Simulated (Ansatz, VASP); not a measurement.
## One calculation of Sc, two programs

Contents of INCAR:

```
SYSTEM = Sc
  ALGO = Normal
  EDIFF = 1E-7
  ENCUT = 520
  GGA = PE
  ISIF = 2
  ISMEAR = 0
  LASPH = .TRUE.
  LCHARG = .FALSE.
  LREAL = .FALSE.
  LWAVE = .FALSE.
  NBANDS = 18
  NELM = 60
  PREC = Accurate
  SIGMA = 0.15
```

The input KPOINTS:

```
k-points
0
G
  15 15 10
  0 0 0
```

File POSCAR:

```
Sc
1.0
    3.2642000000      0.0000000000      0.0000000000
   -1.6321000000      2.8268801230      0.0000000000
    0.0000000000      0.0000000000      4.8873000000
Sc
2
Direct
    0.3333333333      0.6666666667      0.2500000000
    0.6666666667      0.3333333333      0.7500000000
```

Input for Ansatz:

```yaml
crystal:
  lattice:
    - [3.2642, 0.0, 0.0]
    - [-1.6321, 2.826880123, 0.0]
    - [0.0, 0.0, 4.8873]
  atoms:
    - { symbol: Sc, position: [0.3333333333, 0.6666666667, 0.25] }
    - { symbol: Sc, position: [0.6666666667, 0.3333333333, 0.75] }
basis:
  ecutwfc: 520.0
kpoints:
  mp_grid: { grid: [15, 15, 10] }
hamiltonian:
  xc: pbe
  pseudopotentials: { kind: paw }
scf:
  occupations: { method: gaussian, width: 0.15 }
output:
  forces: true
  stress: true
  eigenvalues: true
```

Alike in both runs: task single point; functional PBE; k mesh 15 × 15 × 10; occupations gaussian, width 0.15 eV; no spin polarisation.

|  | VASP | Ansatz |
| --- | --- | --- |
| version | VASP 6.6.1 | Ansatz 0.2.0 |
| potentials or method | VASP PAW PBE potentials, release 64 (Sc_sv), cutoff 520 eV | scalar-relativistic, plane waves, PAW |
| valence electrons in the cell | 22 | 22 |

```tsv
	VASP	Ansatz	Ansatz less VASP
gap on the k mesh at the Fermi level (eV)	none	none	-
pressure (GPa)	5.6	5.5	-0.05
traceless stress, the component that is largest in VASP (GPa)	2.06	2.06	-0.007
```

A gap of «none» marks a metal or a gap that the smearing closes.
